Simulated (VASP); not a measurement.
A run of VASP 6.6.1 is set up as follows.

The input INCAR:

```
  PREC = Accurate
  ENCUT = 520
  EDIFF = 1E-7
  ISMEAR = 1
  SIGMA = 0.1
  LREAL = False
  LASPH = True
  NELM = 100
  ALGO = Normal
  ISIF = 2
  LWAVE = False
  LCHARG = False
  GGA = CA
  NBANDS = 26
```

File KPOINTS:

```
regular mesh
0
Gamma
  6 6 6
```

File POSCAR:

```
SbPd3
1.0
    4.0597884513      0.0000000000      0.0000000000
    0.0000000000      4.0597884513      0.0000000000
    0.0000000000      0.0000000000      4.0597884513
Sb Pd
1 3
Direct
    0.0000000000      0.0000000000      0.0000000000
    0.0000000000      0.5000000000      0.5000000000
    0.5000000000      0.0000000000      0.5000000000
    0.5000000000      0.5000000000      0.0000000000
```

Potentials or basis: VASP PAW LDA potentials, release 64 (Sb, Pd).

The run is started by

```sh
$ cat potpaw_LDA.64/Sb/POTCAR potpaw_LDA.64/Pd/POTCAR > POTCAR
$ mpirun -np 1 vasp_std > vasp.out
```

What does it give for the pressure?

-11.8 GPa.
